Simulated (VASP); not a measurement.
# Cu in VASP: single point with PBE

Aim: the single point of Cu with PBE.

All numbers are computed with VASP 6.6.1; they aren't measurements. Logs are shortened: lines on timing, memory, paths and dates and some standing lists are left out, and cuts for length are marked.

### Step 1. The cell of the first run

The cell holds a slab with vacuum, 4 atoms: a = 2.567 Å, b = 2.567 Å, c = 20.287 Å, α = 90.00°, β = 90.00°, γ = 120.00°.

### Step 2. Single point, PBE

INCAR

```
PREC = Accurate ; ENCUT = 520
EDIFF = 1E-6 ; ISMEAR = -1
SIGMA = 0.1 ; LREAL = False
LASPH = True ; NELM = 120
ALGO = Normal ; ISIF = 2
LWAVE = False ; LCHARG = False
GGA = PE ; NBANDS = 30
GGA_COMPAT = False ; NELMDL = -8
```

KPOINTS

```
Automatic mesh
0
Gamma
  8 8 1
```

POSCAR

```
Cu
1.0
    2.5667980000      0.0000000000      0.0000000000
   -1.2833990000      2.2229120000      0.0000000000
    0.0000000000      0.0000000000     20.2873440000
Cu
4
Direct
    0.0000000000      0.0000000000      0.3450430000
    0.3333330000      0.6666670000      0.4483480000
    0.6666670000      0.3333330000      0.5516520000
    0.0000000000      0.0000000000      0.6549570000
```

Potentials or basis: VASP PAW PBE potentials, release 64 (Cu).

Run with:

```bash
> cat potpaw_PBE.64/Cu/POTCAR > POTCAR
> mpirun -np 1 vasp_std > vasp.out
```

OUTCAR:

```text
PREC = Accurate
   ENCUT = 520
   EDIFF = 1E-6
   ISMEAR = -1
   LREAL = False
   LASPH = True
   NELM = 120
   ISIF = 2
   GGA = PE
   NELMDL = -8

 ion  position               nearest neighbor table
   1  0.000  0.000  0.345-   2 2.57   2 2.57   2 2.57
   2  0.333  0.667  0.448-   3 2.57   3 2.57   3 2.57   1 2.57   1 2.57   1 2.57
   3  0.667  0.333  0.552-   2 2.57   2 2.57   2 2.57   4 2.57   4 2.57   4 2.57
   4  0.000  0.000  0.655-   3 2.57   3 2.57   3 2.57

  LATTYP: Found a hexagonal cell.
 ALAT       =     2.5667980000
 C/A-ratio  =     7.9037555741

  Lattice vectors:

 A1 = (   2.5667980000,   0.0000000000,   0.0000000000)
 A2 = (  -1.2833990000,   2.2229120000,   0.0000000000)
 A3 = (   0.0000000000,   0.0000000000,  20.2873440000)

Analysis of symmetry for initial positions (statically):
=====================================================================
 Subroutine PRICEL returns:
 Original cell was already a primitive cell.

 Routine SETGRP: Setting up the symmetry group for a
 hexagonal supercell.

 Subroutine GETGRP returns: Found 12 space group operations
 (whereof 12 operations were pure point group operations)
 out of a pool of 24 trial point group operations.

The static configuration has the point symmetry D_3d.

Analysis of symmetry for dynamics (positions and initial velocities):
=====================================================================
 Subroutine PRICEL returns:
 Original cell was already a primitive cell.

 Routine SETGRP: Setting up the symmetry group for a
 hexagonal supercell.

 Subroutine GETGRP returns: Found 12 space group operations
 (whereof 12 operations were pure point group operations)
 out of a pool of 24 trial point group operations.

The dynamic configuration has the point symmetry D_3d.

 Subroutine INISYM returns: Found 12 space group operations
 (whereof 12 operations are pure point group operations),
 and found     1 'primitive' translations

----------------------------------------------------------------------------------------

                                     Primitive cell

  volume of cell :     115.7548

  direct lattice vectors                    reciprocal lattice vectors
     2.566798000  0.000000000  0.000000000     0.389590455  0.224930182  0.000000000
    -1.283399000  2.222912000  0.000000000     0.000000000  0.449860363  0.000000000
     0.000000000  0.000000000 20.287344000     0.000000000  0.000000000  0.049291815

  length of vectors
     2.566798000  2.566797762 20.287344000     0.449860322  0.449860363  0.049291815

  position of ions in fractional coordinates (direct lattice)
     0.000000000  0.000000000  0.345043000
     0.333333000  0.666667000  0.448348000
     0.666667000  0.333333000  0.551652000
     0.000000000  0.000000000  0.654957000

  ion indices of the primitive-cell ions
   primitive index   ion index
                 1           1
                 2           2
                 3           3
                 4           4

----------------------------------------------------------------------------------------

 KPOINTS: Automatic mesh

Automatic generation of k-mesh.
 Grid dimensions read from file:
 generate k-points for:    8    8    1

 Generating k-lattice:

  Cartesian coordinates                     Fractional coordinates (reciprocal lattice)
     0.048698807  0.028116273  0.000000000     0.125000000  0.000000000  0.000000000
     0.000000000  0.056232545  0.000000000     0.000000000  0.125000000  0.000000000
     0.000000000  0.000000000  0.049291815     0.000000000  0.000000000  1.000000000

  Length of vectors
     0.056232540  0.056232545  0.049291815

  Shift w.r.t. Gamma in fractional coordinates (k-lattice)
     0.000000000  0.000000000  0.000000000

 Subroutine IBZKPT returns following result:
 ===========================================

 Found     10 irreducible k-points:

 Following reciprocal coordinates:
            Coordinates               Weight
  0.000000  0.000000  0.000000      1.000000
  0.125000  0.000000  0.000000      6.000000
  0.250000  0.000000  0.000000      6.000000
  0.375000  0.000000  0.000000      6.000000
  0.500000  0.000000  0.000000      3.000000
  0.125000  0.125000  0.000000      6.000000
  0.250000  0.125000  0.000000     12.000000
  0.375000  0.125000  0.000000     12.000000
  0.250000  0.250000  0.000000      6.000000
  0.375000  0.250000  0.000000      6.000000
   k-points           NKPTS =     10   k-points in BZ     NKDIM =     10   number of bands    NBANDS=     30
   number of dos      NEDOS =    301   number of ions     NIONS =      4
   total plane-waves  NPLWV =  64000
   dimension x,y,z NGX =    20 NGY =   20 NGZ =  160
   dimension x,y,z NGXF=    40 NGYF=   40 NGZF=  320
   ions per type =               4
   NGX,Y,Z   is equivalent  to a cutoff of  12.95, 12.95, 13.11 a.u.
   NGXF,Y,Z  is equivalent  to a cutoff of  25.91, 25.91, 26.22 a.u.
 SYSTEM =  unknown system
   PREC   = accura    normal or accurate (medium, high low for compatibility)
   ISTART =      0    job   : 0-new  1-cont  2-samecut
   ICHARG =      2    charge: 1-file 2-atom 10-const
   ISPIN  =      1    spin polarized calculation?
   LNONCOLLINEAR =      F non collinear calculations
   LSORBIT =      F    spin-orbit coupling
   LASPH  =      T    aspherical Exc in radial PAW
   ENCUT  =  520.0 eV  38.22 Ry    6.18 a.u.   4.77  4.77 37.72*2*pi/ulx,y,z
   NELM   =    120;   NELMIN=  2; NELMDL= -8     # of ELM steps
   EDIFF  = 0.1E-05   stopping-criterion for ELM
   LREAL  =      F    real-space projection
   EDIFFG = 0.1E-04   stopping-criterion for IOM
   NSW    =      0    number of steps for IOM
   IBRION =     -1    ionic relax: 0-MD 1-quasi-New 2-CG
   NFREE  =      0    steps in history (QN), initial steepest desc. (CG)
   ISIF   =      2    stress and relaxation
   ISYM   =      2    0-nonsym 1-usesym 2-fastsym
   POTIM  = 0.5000    time-step for ionic-motion
   TEBEG  =    0.0;   TEEND  =   0.0 temperature during run
   PSTRESS=    0.0 pullay stress
   NELECT =      44.0000    total number of electrons
   NUPDOWN=      -1.0000    fix difference up-down
   EMIN   =  10.00;   EMAX   =-10.00  energy-range for DOS
   EFERMI =   0.00;   METHOD = LEGACY
   ISMEAR =    -1;   SIGMA  =   0.10  broadening in eV -4-tet -1-fermi 0-gaus
   EFERMI_NEDOS =   21; number of points for ismear=-14 and -15
   IALGO  =     38    algorithm
   IMIX   =      4    mixing-type and parameters
     AMIX     =   0.40;   BMIX     =  1.00
     AMIX_MAG =   1.60;   BMIX_MAG =  1.00
  volume/ion in A,a.u.               =      28.94       195.29
  Fermi-wavevector in a.u.,A,eV,Ry     =   1.185894  2.241015 19.134491  1.406345
  Thomas-Fermi vector in A             =   2.322078
   LORBIT       =      0    0 simple, 1 ext, 2 COOP (PROOUT), +10 PAW based schemes
   GGA     = PE    functional components
[... 5 lines left out ...]
 non-spin polarized calculation
  energy-cutoff  :      520.00
  volume of cell :      115.75
 maximum number of plane-waves:      3140
 NGX is ok and might be reduce to    20
   NGX =  9   NGY =  9   NGZ = 75

 number of electron      44.0000022 magnetization

 Free energy of the ion-electron system (eV)
  ---------------------------------------------------
  ext. energy  EPLUGINS =         0.00000000
  ---------------------------------------------------
  free energy    TOTEN  =       -13.94339983 eV

  energy without entropy =      -13.87908069  energy(sigma->0) =      -13.91124026

 E-fermi :   0.2843     XC(G=0):  -6.1292

 val. band max:        0.1830430883   @ k =   0.2500   0.2500   0.0000
 cond. band min:       0.4807217276   @ k =   0.3750   0.0000   0.0000
 fundamental gap:      0.2976786394
 Fermi energy:         0.2842600433

 k-point     1 :       0.0000    0.0000    0.0000
  band No.  band energies     occupation
      1      -8.4682      2.00000
      2      -7.2364      2.00000
      3      -5.5804      2.00000
      4      -4.7317      2.00000
      5      -2.7140      2.00000
      6      -2.6929      2.00000
[... 22 lines left out ...]
     29       6.4977      0.00000
     30       8.9790      0.00000

 k-point     2 :       0.1250    0.0000    0.0000
  band No.  band energies     occupation
      1      -7.9776      2.00000
      2      -6.7681      2.00000
      3      -5.1555      2.00000
      4      -4.4011      2.00000
      5      -2.9097      2.00000
      6      -2.8431      2.00000
[... 22 lines left out ...]
     29       6.8991      0.00000
     30       9.4504      0.00000

 k-point     3 :       0.2500    0.0000    0.0000
  band No.  band energies     occupation
      1      -6.6108      2.00000
      2      -5.5424      2.00000
      3      -4.2556      2.00000
      4      -3.7694      2.00000
      5      -3.3307      2.00000
      6      -3.0480      2.00000
[... 22 lines left out ...]
     29       8.1689      0.00000
     30      10.6971      0.00000

 k-point     4 :       0.3750    0.0000    0.0000
  band No.  band energies     occupation
      1      -4.9750      2.00000
      2      -4.4969      2.00000
      3      -4.0312      2.00000
      4      -3.7777      2.00000
      5      -3.6230      2.00000
      6      -3.3386      2.00000
[... 22 lines left out ...]
     29       9.0508      0.00000
     30       9.1631      0.00000

 k-point     5 :       0.5000    0.0000    0.0000
  band No.  band energies     occupation
      1      -4.4285      2.00000
      2      -4.3014      2.00000
      3      -3.9276      2.00000
      4      -3.8897      2.00000
      5      -3.8304      2.00000
      6      -3.4593      2.00000
[... 22 lines left out ...]
     29       9.1531      0.00000
     30       9.8109      0.00000

 k-point     6 :       0.1250    0.1250    0.0000
  band No.  band energies     occupation
      1      -7.0415      2.00000
      2      -5.9048      2.00000
      3      -4.4460      2.00000
      4      -3.8710      2.00000
      5      -3.1495      2.00000
      6      -3.0534      2.00000
[... 22 lines left out ...]
     29       7.7377      0.00000
     30      10.3873      0.00000

 k-point     7 :       0.2500    0.1250    0.0000
  band No.  band energies     occupation
      1      -5.4473      2.00000
      2      -4.6598      2.00000
      3      -3.9010      2.00000
      4      -3.5518      2.00000
      5      -3.3268      2.00000
      6      -3.2042      2.00000
[... 22 lines left out ...]
     29       9.4547      0.00000
     30       9.6008      0.00000

 k-point     8 :       0.3750    0.1250    0.0000
  band No.  band energies     occupation
      1      -4.3132      2.00000
      2      -4.1564      2.00000
      3      -3.8291      2.00000
      4      -3.7434      2.00000
      5      -3.5822      2.00000
      6      -3.3526      2.00000
[... 22 lines left out ...]
     29       9.3809      0.00000
     30      10.2520      0.00000

 k-point     9 :       0.2500    0.2500    0.0000
  band No.  band energies     occupation
      1      -4.1529      2.00000
      2      -3.9158      2.00000
      3      -3.7351      2.00000
      4      -3.4187      2.00000
      5      -3.3970      2.00000
      6      -3.1419      2.00000
[... 22 lines left out ...]
     29       8.4461      0.00000
     30       9.6652      0.00000

 k-point    10 :       0.3750    0.2500    0.0000
  band No.  band energies     occupation
      1      -3.7629      2.00000
      2      -3.7493      2.00000
      3      -3.5236      2.00000
      4      -3.4786      2.00000
      5      -3.3463      2.00000
      6      -3.2584      2.00000
[... 22 lines left out ...]
     29       8.1819      0.00000
     30       8.6718      0.00000

------------------------ aborting loop because EDIFF is reached ----------------------------------------

  FORCE on cell =-STRESS in cart. coord.  units (eV):
  Direction    XX          YY          ZZ          XY          YZ          ZX
  --------------------------------------------------------------------------------------
  -------------------------------------------------------------------------------------
  Total       -1.0553388     -1.0553385     -0.3773174      0.0000000      0.0000000      0.0000000
  in kB      -14.6070773    -14.6070737     -5.2224972      0.0000000      0.0000000      0.0000000
  external PRESSURE =     -11.4788827 kB  Pullay stress =       0.0000000 kB

 VOLUME and BASIS-vectors are now :
 -----------------------------------------------------------------------------
  energy-cutoff  :      520.00
  volume of cell :      115.75
      direct lattice vectors                 reciprocal lattice vectors
     2.566798000  0.000000000  0.000000000     0.389590455  0.224930182  0.000000000
    -1.283399000  2.222912000  0.000000000     0.000000000  0.449860363  0.000000000
     0.000000000  0.000000000 20.287344000     0.000000000  0.000000000  0.049291815

 POSITION                                       TOTAL-FORCE (eV/Angst)
 -----------------------------------------------------------------------------------
      0.00000      0.00000      7.00001         0.000000      0.000000      0.025246
     -0.00000      1.48194      9.09579         0.000000      0.000000      0.094349
      1.28340      0.74097     11.19155        -0.000000      0.000000     -0.094349
      0.00000      0.00000     13.28734         0.000000     -0.000000     -0.025246
 -----------------------------------------------------------------------------------
    total drift:                               -0.000000      0.000000      0.000000

  FREE ENERGIE OF THE ION-ELECTRON SYSTEM (eV)
  ---------------------------------------------------
  free  energy   TOTEN  =       -13.9433998253 eV

  energy  without entropy=      -13.8790806890  energy(sigma->0) =      -13.91124026
```

It took 50 s on 1 thread of Intel Xeon Platinum 8375C at 2.90GHz (Ice Lake), shared host; peak memory 0.24 GiB.

Results:

```
Free energy            : -13.9434 eV
Largest force          : 0.094 eV/Å
Band gap on the k mesh : zero (bands 22 and 23 overlap by 4.22 eV)
```

Forces on the atoms (eV/Å):
```
Cu   0.000  0.000  0.025
Cu   0.000  0.000  0.094
Cu   0.000  0.000 -0.094
Cu   0.000  0.000 -0.025
```
